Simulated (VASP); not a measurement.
# W8C9F3 in VASP: single point with PBEsol

Aim: the single point of W8C9F3 with PBEsol.

All numbers are computed with VASP 6.6.1; they aren't measurements. Logs are shortened: lines on timing, memory, paths and dates and some standing lists are left out, and cuts for length are marked.

## Step 1: The cell of the first run

The cell holds a slab with vacuum, 20 atoms: a = 5.776 Å, b = 5.776 Å, c = 16.238 Å, α = 90.00°, β = 90.00°, γ = 120.00°.

## Step 2: Single point, PBEsol

INCAR reads:

```
PREC = Accurate
ENCUT = 520
EDIFF = 1E-7
ISMEAR = -1
SIGMA = 0.15
LREAL = Auto
LASPH = True
NELM = 80
ALGO = Normal
ISIF = 2
LWAVE = False
LCHARG = False
GGA = PS
NBANDS = 100
```

KPOINTS reads:

```
regular mesh
0
Gamma
  3 3 1
```

POSCAR reads:

```
W8C9F3
1.0
    5.7763200000      0.0000000000      0.0000000000
   -2.8881600000      5.0024400000      0.0000000000
    0.0000000000      0.0000000000     16.2384600000
W C F
8 9 3
Direct
    0.0000000000      0.0000000000      0.0615821944
    0.0010139753      0.0009033592      0.2364892360
    0.0000000000      0.5000000000      0.0615821944
   -0.0012214393      0.5011334469      0.2347913534
    0.5000000000      0.0000000000      0.0615821944
    0.5007054520     -0.0008130033      0.2380319316
    0.5000000000      0.5000000000      0.0615821944
    0.4989960926      0.4988993371      0.2364947784
    0.3338791390      0.1660987438      0.1426347696
    0.3337282961      0.1661845020      0.3055284183
    0.3334044044      0.6672921614      0.1425903688
    0.3275022482      0.6561993747      0.3067538424
    0.8326776388      0.1665581196      0.1425773134
    0.8435673168      0.1723155100      0.3066925681
    0.8324957726      0.6674858669      0.1411696060
    0.8348147769      0.6650754432      0.3036474518
    0.0951040924      0.4050477367      0.4344027697
   -0.0320633661      0.1585704176      0.4640822467
    0.3417511826      0.5283291754      0.4639038431
   -0.0304099167      0.5344913682      0.4534885697
```

Potentials or basis: VASP PAW PBE potentials, release 64 (W_sv, C, F).

Run with:

```sh
cat potpaw_PBE.64/W_sv/POTCAR potpaw_PBE.64/C/POTCAR potpaw_PBE.64/F/POTCAR > POTCAR
mpirun -np 1 vasp_std > vasp.out
```

OUTCAR:

```text
PREC = Accurate
   ENCUT = 520
   EDIFF = 1E-7
   ISMEAR = -1
   LREAL = Auto
   LASPH = True
   NELM = 80
   ISIF = 2
   GGA = PS

 ion  position               nearest neighbor table
   1  0.000  0.000  0.062-  15 2.11  13 2.13   9 2.13   2 2.84   5 2.89   5 2.89   3 2.89   3 2.89
                             7 2.89   7 2.89
   2  0.001  0.001  0.236-  14 2.00  16 2.00  10 2.01   9 2.26  13 2.26  15 2.28   1 2.84   8 2.88
                             4 2.88   6 2.89   6 2.89   4 2.90   8 2.90
   3  0.000  0.500  0.062-  15 2.12  11 2.12  13 2.12   4 2.81   7 2.89   7 2.89   5 2.89   1 2.89
                             1 2.89   5 2.89
   4  0.999  0.501  0.235-  16 1.99  14 2.02  12 2.02  13 2.25  11 2.25  15 2.25   3 2.81   2 2.88
                             8 2.88   6 2.89   6 2.89   8 2.90   2 2.90
   5  0.500  0.000  0.062-   9 2.12  13 2.12  11 2.12   6 2.87   1 2.89   1 2.89   3 2.89   7 2.89
                             7 2.89   3 2.89
   6  0.501  0.999  0.238-  10 2.00  14 2.05  12 2.05  11 2.27  13 2.27   9 2.28   5 2.87   8 2.89
                             2 2.89   4 2.89   4 2.89   2 2.89   8 2.89
   7  0.500  0.500  0.062-  15 2.11  11 2.13   9 2.13   8 2.84   3 2.89   3 2.89   5 2.89   5 2.89
                             1 2.89   1 2.89
   8  0.499  0.499  0.236-  12 2.00  16 2.00  10 2.01   9 2.26  11 2.26  15 2.28   7 2.84   2 2.88
                             4 2.88   6 2.89   6 2.89   4 2.90   2 2.90
   9  0.334  0.166  0.143-   5 2.12   1 2.13   7 2.13   8 2.26   2 2.26   6 2.28
  10  0.334  0.166  0.306-   6 2.00   8 2.01   2 2.01
  11  0.333  0.667  0.143-   5 2.12   3 2.12   7 2.13   4 2.25   8 2.26   6 2.27
  12  0.328  0.656  0.307-   8 2.00   4 2.02   6 2.05
  13  0.833  0.167  0.143-   5 2.12   3 2.12   1 2.13   4 2.25   2 2.26   6 2.27
  14  0.844  0.172  0.307-   2 2.00   4 2.02   6 2.05
  15  0.832  0.667  0.141-   7 2.11   1 2.11   3 2.12   4 2.25   2 2.28   8 2.28
  16  0.835  0.665  0.304-   4 1.99   8 2.00   2 2.00
  17  0.095  0.405  0.434-  20 1.31  19 1.32  18 1.32
  18  0.968  0.159  0.464-  17 1.32
  19  0.342  0.528  0.464-  17 1.32
  20  0.970  0.534  0.453-  17 1.31

  LATTYP: Found a hexagonal cell.
 ALAT       =     5.7763200000
 C/A-ratio  =     2.8112119827

  Lattice vectors:

 A1 = (   5.7763200000,   0.0000000000,   0.0000000000)
 A2 = (  -2.8881600000,   5.0024400000,   0.0000000000)
 A3 = (   0.0000000000,   0.0000000000,  16.2384600000)

Analysis of symmetry for initial positions (statically):
=====================================================================
 Subroutine PRICEL returns:
 Original cell was already a primitive cell.

 Routine SETGRP: Setting up the symmetry group for a
 hexagonal supercell.

 Subroutine GETGRP returns: Found  1 space group operations
 (whereof  1 operations were pure point group operations)
 out of a pool of 24 trial point group operations.

The static configuration has the point symmetry C_1 .

Analysis of symmetry for dynamics (positions and initial velocities):
=====================================================================
 Subroutine PRICEL returns:
 Original cell was already a primitive cell.

 Routine SETGRP: Setting up the symmetry group for a
 hexagonal supercell.

 Subroutine GETGRP returns: Found  1 space group operations
 (whereof  1 operations were pure point group operations)
 out of a pool of 24 trial point group operations.

The dynamic configuration has the point symmetry C_1 .

 Subroutine INISYM returns: Found  1 space group operations
 (whereof  1 operations are pure point group operations),
 and found     1 'primitive' translations

----------------------------------------------------------------------------------------

                                     Primitive cell

  volume of cell :     469.2216

  direct lattice vectors                    reciprocal lattice vectors
     5.776320000  0.000000000  0.000000000     0.173120603  0.099951224  0.000000000
    -2.888160000  5.002440000  0.000000000     0.000000000  0.199902448  0.000000000
     0.000000000  0.000000000 16.238460000     0.000000000  0.000000000  0.061582194

  length of vectors
     5.776320000  5.776320121 16.238460000     0.199902452  0.199902448  0.061582194

  position of ions in fractional coordinates (direct lattice)
     0.000000000  0.000000000  0.061582194
     0.001013975  0.000903359  0.236489236
     0.000000000  0.500000000  0.061582194
     0.998778561  0.501133447  0.234791353
     0.500000000  0.000000000  0.061582194
     0.500705452  0.999186997  0.238031932
[... 12 lines left out ...]
     0.341751183  0.528329175  0.463903843
     0.969590083  0.534491368  0.453488570

  ion indices of the primitive-cell ions
   primitive index   ion index
                 1           1
                 2           2
                 3           3
                 4           4
                 5           5
                 6           6
[... 12 lines left out ...]
                19          19
                20          20

----------------------------------------------------------------------------------------

 KPOINTS: regular mesh

Automatic generation of k-mesh.
 Grid dimensions read from file:
 generate k-points for:    3    3    1

 Generating k-lattice:

  Cartesian coordinates                     Fractional coordinates (reciprocal lattice)
     0.057706868  0.033317075  0.000000000     0.333333333  0.000000000  0.000000000
     0.000000000  0.066634149  0.000000000     0.000000000  0.333333333  0.000000000
     0.000000000  0.000000000  0.061582194     0.000000000  0.000000000  1.000000000

  Length of vectors
     0.066634151  0.066634149  0.061582194

  Shift w.r.t. Gamma in fractional coordinates (k-lattice)
     0.000000000  0.000000000  0.000000000

 Subroutine IBZKPT returns following result:
 ===========================================

 Found      5 irreducible k-points:

 Following reciprocal coordinates:
            Coordinates               Weight
  0.000000  0.000000  0.000000      1.000000
  0.333333 -0.000000  0.000000      2.000000
  0.000000  0.333333  0.000000      2.000000
 -0.333333  0.333333  0.000000      2.000000
  0.333333  0.333333  0.000000      2.000000
   k-points           NKPTS =      5   k-points in BZ     NKDIM =      5   number of bands    NBANDS=    100
   number of dos      NEDOS =    301   number of ions     NIONS =     20
   total plane-waves  NPLWV = 290304
   dimension x,y,z NGX =    48 NGY =   48 NGZ =  126
   dimension x,y,z NGXF=    96 NGYF=   96 NGZF=  252
   ions per type =               8   9   3
   NGX,Y,Z   is equivalent  to a cutoff of  13.81, 13.81, 12.90 a.u.
   NGXF,Y,Z  is equivalent  to a cutoff of  27.63, 27.63, 25.80 a.u.
 SYSTEM =  unknown system
   PREC   = accura    normal or accurate (medium, high low for compatibility)
   ISTART =      0    job   : 0-new  1-cont  2-samecut
   ICHARG =      2    charge: 1-file 2-atom 10-const
   ISPIN  =      1    spin polarized calculation?
   LNONCOLLINEAR =      F non collinear calculations
   LSORBIT =      F    spin-orbit coupling
   LASPH  =      T    aspherical Exc in radial PAW
   ENCUT  =  520.0 eV  38.22 Ry    6.18 a.u.  10.74 10.74 30.19*2*pi/ulx,y,z
   NELM   =     80;   NELMIN=  2; NELMDL= -5     # of ELM steps
   EDIFF  = 0.1E-06   stopping-criterion for ELM
   LREAL  =      T    real-space projection
   EDIFFG = 0.1E-05   stopping-criterion for IOM
   NSW    =      0    number of steps for IOM
   IBRION =     -1    ionic relax: 0-MD 1-quasi-New 2-CG
   NFREE  =      0    steps in history (QN), initial steepest desc. (CG)
   ISIF   =      2    stress and relaxation
   ISYM   =      2    0-nonsym 1-usesym 2-fastsym
   POTIM  = 0.5000    time-step for ionic-motion
   TEBEG  =    0.0;   TEEND  =   0.0 temperature during run
   PSTRESS=    0.0 pullay stress
   NELECT =     169.0000    total number of electrons
   NUPDOWN=      -1.0000    fix difference up-down
   EMIN   =  10.00;   EMAX   =-10.00  energy-range for DOS
   EFERMI =   0.00;   METHOD = LEGACY
   ISMEAR =    -1;   SIGMA  =   0.15  broadening in eV -4-tet -1-fermi 0-gaus
   EFERMI_NEDOS =   21; number of points for ismear=-14 and -15
   IALGO  =     38    algorithm
   IMIX   =      4    mixing-type and parameters
     AMIX     =   0.40;   BMIX     =  1.00
     AMIX_MAG =   1.60;   BMIX_MAG =  1.00
  volume/ion in A,a.u.               =      23.46       158.32
  Fermi-wavevector in a.u.,A,eV,Ry     =   1.164781  2.201118 18.459236  1.356716
  Thomas-Fermi vector in A             =   2.301315
   LORBIT       =      0    0 simple, 1 ext, 2 COOP (PROOUT), +10 PAW based schemes
   GGA     = PS    functional components
   LHFCALC =     F    Hartree Fock is set to
   AEXX    =    0.0000 exact exchange contribution
   IVDW    =     0    specifies the selected vdW correction
   LEPSILON=     F    determine dielectric tensor
   LRPA    =     F    only Hartree local field effects (RPA)
 non-spin polarized calculation
  energy-cutoff  :      520.00
  volume of cell :      469.22
 maximum number of plane-waves:     12661
 NGX is ok and might be reduce to    48
   NGX = 21   NGY = 21   NGZ = 61

 number of electron     168.9999984 magnetization

 Free energy of the ion-electron system (eV)
  ---------------------------------------------------
  ext. energy  EPLUGINS =         0.00000000
  ---------------------------------------------------
  free energy    TOTEN  =      -193.17323231 eV

  energy without entropy =     -192.76285692  energy(sigma->0) =     -192.96804462

 E-fermi :   1.1095     XC(G=0):  -6.9950

 val. band max:        1.0194733447   @ k =   0.3333  -0.0000   0.0000
 cond. band min:       1.2691022085   @ k =   0.0000   0.0000   0.0000
 fundamental gap:      0.2496288638
 Fermi energy:         1.1095180075

 k-point     1 :       0.0000    0.0000    0.0000
  band No.  band energies     occupation
      1     -72.8445      2.00000
      2     -72.8202      2.00000
      3     -72.7737      2.00000
      4     -72.7621      2.00000
      5     -72.7596      2.00000
      6     -72.7566      2.00000
[... 484 lines left out ...]
     95       3.3452      0.00000
     96       3.5035      0.00000
 [bands above 96 left out]

------------------------ aborting loop because EDIFF is reached ----------------------------------------

  FORCE on cell =-STRESS in cart. coord.  units (eV):
  Direction    XX          YY          ZZ          XY          YZ          ZX
  --------------------------------------------------------------------------------------
  -------------------------------------------------------------------------------------
  Total        6.2706963      5.0204458      1.1162112     -1.0653391     -0.0687735      0.1659709
  in kB       21.4115634     17.1425291      3.8113512     -3.6376463     -0.2348301      0.5667149
  external PRESSURE =      14.1218146 kB  Pullay stress =       0.0000000 kB

 VOLUME and BASIS-vectors are now :
 -----------------------------------------------------------------------------
  energy-cutoff  :      520.00
  volume of cell :      469.22
      direct lattice vectors                 reciprocal lattice vectors
     5.776320000  0.000000000  0.000000000     0.173120603  0.099951224  0.000000000
    -2.888160000  5.002440000  0.000000000     0.000000000  0.199902448  0.000000000
     0.000000000  0.000000000 16.238460000     0.000000000  0.000000000  0.061582194

 POSITION                                       TOTAL-FORCE (eV/Angst)
 -----------------------------------------------------------------------------------
      0.00000      0.00000      1.00000         0.012813      0.062080     -0.111444
      0.00325      0.00452      3.84022        -0.019044      0.004823     -0.037371
     -1.44408      2.50122      1.00000        -0.006753      0.003441     -0.228684
      4.32191      2.50689      3.81265        -0.006116      0.005112     -0.041116
      2.88816      0.00000      1.00000         0.048280     -0.029854      0.174936
      0.00642      4.99837      3.86527        -0.014187      0.002296     -0.035033
[... 12 lines left out ...]
      0.44816      2.64294      7.53308         0.379112      0.216116      0.174543
      4.05697      2.67376      7.36396        -0.414355      0.247003      0.115702
 -----------------------------------------------------------------------------------
    total drift:                                0.001826     -0.000651     -0.031430

  FREE ENERGIE OF THE ION-ELECTRON SYSTEM (eV)
  ---------------------------------------------------
  free  energy   TOTEN  =      -193.1732323087 eV

  energy  without entropy=     -192.7628569230  energy(sigma->0) =     -192.96804462
```

Run time: 29 min. Hardware: 1 thread of Intel Xeon 8259CL, shared host; peak memory 0.68 GiB.

Results:

```yaml
Free_energy: -193.1732 eV
Largest_force: 0.496 eV/Å
Band_gap_on_the_k_mesh: zero (an odd number of electrons rules out a gap without spin polarisation)
```

Forces in eV/Å, atoms in the order of the input:
```
W    0.013  0.062 -0.111
W   -0.019  0.005 -0.037
W   -0.007  0.003 -0.229
W   -0.006  0.005 -0.041
W    0.048 -0.030  0.175
W   -0.014  0.002 -0.035
W   -0.049 -0.043 -0.110
W   -0.014  0.017 -0.037
C   -0.002  0.001 -0.005
C    0.019 -0.013  0.101
C   -0.006  0.007  0.003
C    0.012 -0.020  0.106
C   -0.010  0.002  0.006
C    0.024  0.001  0.114
C   -0.004  0.003 -0.014
C    0.013 -0.008  0.106
C    0.045 -0.031 -0.455
F   -0.009 -0.428  0.173
F    0.379  0.216  0.175
F   -0.414  0.247  0.116
```

Levels at points of the mesh, in eV from the Fermi level:
| k point | band 81 | band 82 | band 83 | band 84 | band 85 | band 86 | band 87 | band 88 | band 89 | band 90 |
| --- | --- | --- | --- | --- | --- | --- | --- | --- | --- | --- |
| (0.00, 0.00, 0.00) | -0.23 | 0.16 | 0.20 | 0.40 | 0.40 | 0.43 | 1.16 | 1.23 | 1.28 | 1.83 |

Caveat: the k points lie up to 0.42 Å⁻¹ apart, too coarse for converged energies and pressures of a metal; there is no dipole correction, which matters where the two faces differ; the PAW data sets were made with another functional, which shifts forces and pressure a little; spin-orbit coupling is left out, which moves the levels of the heavy elements; an odd number of electrons without spin polarisation forces a metal; a magnetic or distorted state may lie lower.

The gap in the log of VASP goes by the Fermi energy; the results here count the filled bands.